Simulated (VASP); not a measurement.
# HC12 (a cell with a defect) in VASP: further runs, part 2 of 3

VASP 6.6.1. Earlier steps stand in the parts before.

**3. Single point, LDA**

Input file INCAR:

```
SYSTEM = HC12
ALGO = Normal
EDIFF = 1E-7
ENCUT = 520
ISIF = 2
ISMEAR = 0
LASPH = .True.
LCHARG = .True.
LELF = .True.
LREAL = .False.
LVHAR = .True.
LWAVE = .False.
NBANDS = 36
NELECT = 48.0
NELM = 80
PREC = Accurate
SIGMA = 0.05
```

Input file KPOINTS:

```
k-points
0
Gamma
  6 6 6
  0 0 0
```

Input file POSCAR:

```
HC12
1.0
    1.7657489870     -3.5314979740     -1.7657489870
    3.5314979740     -1.7657489870      1.7657489870
   -1.7657489870     -3.5314979740      1.7657489870
C H
12 1
Direct
    0.2500000000      1.0000000000      0.2500000000
    0.0833333333      0.3333333333      0.7500000000
    0.9166666667      0.6666666667      0.2500000000
    0.7500000000      1.0000000000      0.7500000000
    0.5833333333      0.3333333333      0.2500000000
    0.4166666667      0.6666666667      0.7500000000
    0.9583333333      0.3333333333      0.1250000000
    0.7916666667      0.6666666667      0.6250000000
    0.6250000000      1.0000000000      0.1250000000
    0.4583333333      0.3333333333      0.6250000000
    0.2916666667      0.6666666667      0.1250000000
    0.1250000000      1.0000000000      0.6250000000
    1.1666666667      0.2500000000      0.4166666667
```

Potentials or basis: VASP PAW LDA potentials, release 64 (C, H).

The run is started by

```
cat potpaw_LDA.64/C/POTCAR potpaw_LDA.64/H/POTCAR > POTCAR
mpirun -np 1 vasp_std > vasp.out
```

OUTCAR:

```text
SYSTEM = HC12
   EDIFF = 1E-7
   ENCUT = 520
   ISIF = 2
   ISMEAR = 0
   LASPH = .True.
   LREAL = .False.
   NELECT = 48.0
   NELM = 80
   PREC = Accurate

 ion  position               nearest neighbor table
   1  0.250  0.000  0.250-  13 1.23  11 1.53   7 1.53  12 1.53   9 1.53
   2  0.083  0.333  0.750-  13 1.43  12 1.53  10 1.53   7 1.53   8 1.53
   3  0.917  0.667  0.250-   8 1.53   9 1.53  11 1.53   7 1.53
   4  0.750  0.000  0.750-   8 1.53   9 1.53  10 1.53  12 1.53
   5  0.583  0.333  0.250-   9 1.53   7 1.53  10 1.53  11 1.53
   6  0.417  0.667  0.750-   8 1.53  11 1.53  12 1.53  10 1.53
   7  0.958  0.333  0.125-   1 1.53   2 1.53   5 1.53   3 1.53
   8  0.792  0.667  0.625-   4 1.53   3 1.53   2 1.53   6 1.53
   9  0.625  0.000  0.125-   5 1.53   3 1.53   4 1.53   1 1.53
  10  0.458  0.333  0.625-   2 1.53   4 1.53   5 1.53   6 1.53
  11  0.292  0.667  0.125-   1 1.53   3 1.53   5 1.53   6 1.53
  12  0.125  0.000  0.625-  13 1.33   2 1.53   4 1.53   6 1.53   1 1.53
  13  0.167  0.250  0.417-   1 1.23  12 1.33   2 1.43

  LATTYP: Found a base centered monoclinic cell.
 ALAT       =     4.3251840320
 B/A-ratio  =     1.7320508076
 C/A-ratio  =     1.0000000000
 COS(beta)  =    -0.3333333333

  Lattice vectors:
[... 214 lines left out ...]
      5      -3.5450      2.00000
      6      -3.3634      2.00000
[... 925 lines left out ...]
     35      19.6935      0.00000
     36      20.6719      0.00000

 [... further k-points ...]
[... 5 lines left out ...]
  --------------------------------------------------------------------------------------
  -------------------------------------------------------------------------------------
  Total       -8.7031376     -7.3852313     -7.2968113      0.3676448     -1.2463378      0.0630064
  in kB     -211.0660050   -179.1045183   -176.9601823      8.9160175    -30.2258285      1.5280126
  external PRESSURE =    -189.0435685 kB  Pullay stress =       0.0000000 kB

 VOLUME and BASIS-vectors are now :
 -----------------------------------------------------------------------------
  energy-cutoff  :      520.00
  volume of cell :       66.06
      direct lattice vectors                 reciprocal lattice vectors
     1.765748987 -3.531497974 -1.765748987     0.047194326 -0.141582978 -0.235971630
     3.531497974 -1.765748987  1.765748987     0.188777304  0.000000000  0.188777304
    -1.765748987 -3.531497974  1.765748987    -0.141582978 -0.141582978  0.141582978

 POSITION                                       TOTAL-FORCE (eV/Angst)
 -----------------------------------------------------------------------------------
      0.00000     -1.76575      0.00000         0.291595      1.663126     -2.246390
     -0.00000     -3.53150      1.76575         0.213735     -1.617332      1.132683
      3.53150     -5.29725     -0.00000         0.693743      0.237058      0.371671
      0.00000     -5.29725      0.00000         0.133143      0.313558      0.144438
      1.76575     -3.53150      0.00000         0.382460     -0.396240     -0.168752
      1.76575     -5.29725      1.76575         0.311167     -0.266805     -0.171728
      2.64862     -4.41437     -0.88287         0.299239      1.255472      0.286281
      2.64862     -6.18012      0.88287         0.187673     -0.046786      0.680518
      0.88287     -2.64862     -0.88287         0.468702     -0.276164     -0.939962
      0.88287     -4.41437      0.88287         0.163233     -0.445921      0.020891
      2.64862     -2.64862      0.88287        -0.131899      0.324967     -0.051676
     -0.88287     -2.64862      0.88287        -2.427810     -0.556531      0.482099
      0.44144     -2.50148      0.88287        -0.584980     -0.188404      0.459928
 -----------------------------------------------------------------------------------
    total drift:                               -0.000002     -0.000058      0.000077

  FREE ENERGIE OF THE ION-ELECTRON SYSTEM (eV)
  ---------------------------------------------------
  free  energy   TOTEN  =      -131.6875116483 eV

  energy  without entropy=     -131.6875116483  energy(sigma->0) =     -131.68751165
```

Run time: 7.2 min. Hardware: 1 thread of AMD EPYC 7R13, shared host; peak memory 0.25 GiB.

Results:

```
Free energy   : -131.6875 eV
Largest force : 2.810 eV/Å
```

Forces in eV/Å, atoms in the order of the input:
```
C    0.292  1.663 -2.246
C    0.214 -1.617  1.133
C    0.694  0.237  0.372
C    0.133  0.314  0.144
C    0.382 -0.396 -0.169
C    0.311 -0.267 -0.172
C    0.299  1.255  0.286
C    0.188 -0.047  0.681
C    0.469 -0.276 -0.940
C    0.163 -0.446  0.021
C   -0.132  0.325 -0.052
C   -2.428 -0.557  0.482
H   -0.585 -0.188  0.460
```

Caveat: the cell carries a net charge on a neutralising background, which shifts energy and pressure; the cell is charged against a uniform background, so pressure and absolute levels hang on convention.

**4. Single point, LDA**

Input file INCAR:

```
SYSTEM = HC12
PREC     = Accurate       ! precision mode
ENCUT    = 520            ! plane-wave cutoff, eV
EDIFF    = 1E-6           ! SCF threshold, eV
ISMEAR   = 0              ! smearing method
SIGMA    = 0.05           ! smearing width, eV
LREAL    = .False.        ! projectors in reciprocal space
LASPH    = .True.         ! aspherical terms in the spheres
NELM     = 80             ! most SCF steps
ALGO     = Normal         ! electronic algorithm
ISIF     = 2              ! what is computed and relaxed
LWAVE    = .False.        ! write WAVECAR
LCHARG   = .False.        ! write CHGCAR
NELECT   = 48.0         
NBANDS   = 36             ! bands
```

Input file KPOINTS:

```
Automatic mesh
0
Gamma
  6 6 6
  0 0 0
```

POSCAR: that of step 3 with these lines changed.

```diff
@@ -20,2 +20,2 @@
     0.1250000000      1.0000000000      0.6250000000
-    1.1666666667      0.2500000000      0.4166666667
+    1.1250000000      0.5000000000      0.1250000000
```

Potentials or basis: VASP PAW LDA potentials, release 64 (C, H).

The run is started by

```
cat potpaw_LDA.64/C/POTCAR potpaw_LDA.64/H/POTCAR > POTCAR
mpirun -np 1 vasp_std > vasp.out
```

OUTCAR:

```text
SYSTEM = HC12
   PREC = Accurate
   ENCUT = 520
   EDIFF = 1E-6
   ISMEAR = 0
   LREAL = .False.
   LASPH = .True.
   NELM = 80
   ISIF = 2
   NELECT = 48.0

 ion  position               nearest neighbor table
   1  0.250  0.000  0.250-  11 1.53   9 1.53   7 1.53  12 1.53
   2  0.083  0.333  0.750-  12 1.53   8 1.53  10 1.53   7 1.53
   3  0.917  0.667  0.250-  13 0.88   9 1.53  11 1.53   8 1.53   7 1.53
   4  0.750  0.000  0.750-   8 1.53   9 1.53  10 1.53  12 1.53
   5  0.583  0.333  0.250-   9 1.53   7 1.53  10 1.53  11 1.53
   6  0.417  0.667  0.750-   8 1.53  11 1.53  12 1.53  10 1.53
   7  0.958  0.333  0.125-  13 1.25   2 1.53   5 1.53   1 1.53   3 1.53
   8  0.792  0.667  0.625-   4 1.53   3 1.53   2 1.53   6 1.53
   9  0.625  0.000  0.125-   5 1.53   3 1.53   4 1.53   1 1.53
  10  0.458  0.333  0.625-   2 1.53   4 1.53   5 1.53   6 1.53
  11  0.292  0.667  0.125-  13 1.25   1 1.53   5 1.53   6 1.53   3 1.53
  12  0.125  0.000  0.625-   2 1.53   1 1.53   4 1.53   6 1.53
  13  0.125  0.500  0.125-   3 0.88   7 1.25  11 1.25

  LATTYP: Found a base centered monoclinic cell.
 ALAT       =     4.3251840320
 B/A-ratio  =     1.7320508076
 C/A-ratio  =     1.0000000000
 COS(beta)  =    -0.3333333333

  Lattice vectors:

 A1 = (   1.7657489870,   1.7657489870,   3.5314979740)
 A2 = (  -3.5314979740,   1.7657489870,  -1.7657489870)
 A3 = (  -1.7657489870,  -3.5314979740,   1.7657489870)

Analysis of symmetry for initial positions (statically):
=====================================================================
 Subroutine PRICEL returns:
 Original cell was already a primitive cell.

 Routine SETGRP: Setting up the symmetry group for a
 base centered monoclinic supercell.

 Subroutine GETGRP returns: Found  1 space group operations
 (whereof  1 operations were pure point group operations)
 out of a pool of  4 trial point group operations.

The static configuration has the point symmetry C_1 .

[... 158 lines left out ...]
   LORBIT       =      0    0 simple, 1 ext, 2 COOP (PROOUT), +10 PAW based schemes
   GGA     = CA    functional components
   LHFCALC =     F    Hartree Fock is set to
   AEXX    =    0.0000 exact exchange contribution
   IVDW    =     0    specifies the selected vdW correction
   LEPSILON=     F    determine dielectric tensor
   LRPA    =     F    only Hartree local field effects (RPA)
 non-spin polarized calculation
 Gauss-broadening in eV      SIGMA  =   0.05
  energy-cutoff  :      520.00
  volume of cell :       66.06
 maximum number of plane-waves:      1807
   NGX = 17   NGY = 17   NGZ = 17

 number of electron      48.0000000 magnetization

 Free energy of the ion-electron system (eV)
  ---------------------------------------------------
  ext. energy  EPLUGINS =         0.00000000
  ---------------------------------------------------
  free energy    TOTEN  =      -130.02545214 eV

  energy without entropy =     -130.02545214  energy(sigma->0) =     -130.02545214

 E-fermi :  10.5824     XC(G=0): -13.6384

 val. band max:       10.3557695441   @ k =   0.0000   0.0000   0.0000
 cond. band min:      13.6134434606   @ k =  -0.3333   0.3333   0.3333
 fundamental gap:      3.2576739165
 Fermi energy:        10.5823553009

 k-point     1 :       0.0000    0.0000    0.0000
  band No.  band energies     occupation
      1     -12.5419      2.00000
      2      -7.6213      2.00000
      3      -4.6842      2.00000
      4      -4.1500      2.00000
      5      -3.7042      2.00000
      6      -3.4531      2.00000
[... 925 lines left out ...]
     35      19.6795      0.00000
     36      20.5274      0.00000

 [... further k-points ...]
[... 5 lines left out ...]
  --------------------------------------------------------------------------------------
  -------------------------------------------------------------------------------------
  Total       -7.0822590     -7.0925376      2.4091008     -3.3634928      0.0942679      0.0965789
  in kB     -171.7569210   -172.0061934     58.4248239    -81.5704645      2.2861580      2.3422029
  external PRESSURE =     -95.1127635 kB  Pullay stress =       0.0000000 kB

 VOLUME and BASIS-vectors are now :
 -----------------------------------------------------------------------------
  energy-cutoff  :      520.00
  volume of cell :       66.06
      direct lattice vectors                 reciprocal lattice vectors
     1.765748987 -3.531497974 -1.765748987     0.047194326 -0.141582978 -0.235971630
     3.531497974 -1.765748987  1.765748987     0.188777304  0.000000000  0.188777304
    -1.765748987 -3.531497974  1.765748987    -0.141582978 -0.141582978  0.141582978

 POSITION                                       TOTAL-FORCE (eV/Angst)
 -----------------------------------------------------------------------------------
      0.00000     -1.76575      0.00000        -0.707037     -0.390519      0.467210
     -0.00000     -3.53150      1.76575         0.305085      0.404904     -0.334056
      3.53150     -5.29725     -0.00000        -0.168292     -0.123025     17.834518
      0.00000     -5.29725      0.00000         0.323217      0.236222     -0.281600
      1.76575     -3.53150      0.00000        -0.324364     -0.719137      0.469046
      1.76575     -5.29725      1.76575         0.536377      0.515593     -0.368487
      2.64862     -4.41437     -0.88287        -2.826459      3.296593     -1.300205
      2.64862     -6.18012      0.88287        -0.533886     -0.595667     -0.013017
      0.88287     -2.64862     -0.88287         0.385984      0.490483     -0.967350
      0.88287     -4.41437      0.88287        -0.088907     -0.125390     -0.026109
      2.64862     -2.64862      0.88287         3.306123     -2.916211     -1.322710
     -0.88287     -2.64862      0.88287        -0.255624     -0.150399      0.290770
      1.76575     -1.76575      0.88287         0.047782      0.076554    -14.448011
 -----------------------------------------------------------------------------------
    total drift:                                0.000058     -0.000006     -0.000058

  FREE ENERGIE OF THE ION-ELECTRON SYSTEM (eV)
  ---------------------------------------------------
  free  energy   TOTEN  =      -130.0254521401 eV

  energy  without entropy=     -130.0254521401  energy(sigma->0) =     -130.02545214
```

OSZICAR:

```text
N       E                     dE             d eps       ncg     rms          rms(c)
DAV:   1     0.104138299949E+03    0.10414E+03   -0.25593E+04  8064   0.131E+03
DAV:   2    -0.125966298709E+03   -0.23010E+03   -0.21765E+03 10488   0.259E+02
DAV:   3    -0.134744604906E+03   -0.87783E+01   -0.87190E+01 10696   0.465E+01
DAV:   4    -0.134838021273E+03   -0.93416E-01   -0.93210E-01 10568   0.539E+00
DAV:   5    -0.134839883212E+03   -0.18619E-02   -0.18606E-02 10260   0.702E-01    0.149E+01
DAV:   6    -0.131365315725E+03    0.34746E+01   -0.23964E+00  9456   0.762E+00    0.867E+00
DAV:   7    -0.130028711422E+03    0.13366E+01   -0.30861E+00  9648   0.846E+00    0.193E+00
DAV:   8    -0.130025690101E+03    0.30213E-02   -0.94986E-02 10112   0.167E+00    0.629E-01
DAV:   9    -0.130025597996E+03    0.92105E-04   -0.56931E-03 10160   0.429E-01    0.957E-02
DAV:  10    -0.130025449704E+03    0.14829E-03   -0.53928E-04 10116   0.132E-01    0.374E-02
DAV:  11    -0.130025451731E+03   -0.20272E-05   -0.86797E-05 10516   0.563E-02    0.170E-02
DAV:  12    -0.130025452067E+03   -0.33543E-06   -0.10461E-05 10168   0.178E-02    0.648E-03
DAV:  13    -0.130025452140E+03   -0.73193E-07   -0.10723E-06  6740   0.709E-03
   1 F= -.13002545E+03 E0= -.13002545E+03  d E =-.157427E-12
```

It took 2.6 min on 1 thread of Intel Xeon Platinum 8259CL at 2.50GHz (Skylake/Cascade Lake), shared host; peak memory 0.27 GiB.

Results:

```yaml
Free_energy: -130.0255 eV
Largest_force: 17.836 eV/Å
```

Forces on the atoms (eV/Å):
```
C    -0.707  -0.391   0.467
C     0.305   0.405  -0.334
C    -0.168  -0.123  17.835
C     0.323   0.236  -0.282
C    -0.324  -0.719   0.469
C     0.536   0.516  -0.368
C    -2.826   3.297  -1.300
C    -0.534  -0.596  -0.013
C     0.386   0.490  -0.967
C    -0.089  -0.125  -0.026
C     3.306  -2.916  -1.323
C    -0.256  -0.150   0.291
H     0.048   0.077 -14.448
```

Levels at points of the mesh, in eV from the Fermi level:
| k point | band 21 | band 22 | band 23 | band 24 | band 25 | band 26 | band 27 | band 28 |
| --- | --- | --- | --- | --- | --- | --- | --- | --- |
| (0.00, 0.00, 0.00) | -3.38 | -0.50 | -0.36 | -0.23 | 4.16 | 4.98 | 5.13 | 5.70 |
| (0.50, 0.00, 0.00) | -4.55 | -4.47 | -2.71 | -2.23 | 5.03 | 5.25 | 6.28 | 6.59 |
| (0.50, 0.50, 0.00) | -4.76 | -4.39 | -2.36 | -2.20 | 3.59 | 6.09 | 6.34 | 6.45 |
| (0.00, 0.50, 0.00) | -3.36 | -3.12 | -2.08 | -1.52 | 4.19 | 4.29 | 5.71 | 7.29 |
| (0.00, 0.00, 0.50) | -2.94 | -2.83 | -1.63 | -1.63 | 5.12 | 6.30 | 6.80 | 6.97 |
| (0.50, 0.00, 0.50) | -3.89 | -3.64 | -3.14 | -3.08 | 4.16 | 4.32 | 5.17 | 5.79 |
| (0.50, 0.50, 0.50) | -3.75 | -3.64 | -3.14 | -3.13 | 3.11 | 4.52 | 5.30 | 5.82 |
| (0.00, 0.50, 0.50) | -4.75 | -4.56 | -4.10 | -4.07 | 4.86 | 5.19 | 5.81 | 6.18 |

Caveat: the cell carries a net charge on a neutralising background, which shifts energy and pressure; the cell is charged against a uniform background, so pressure and absolute levels hang on convention.

(Continued in part 3 of 3.)
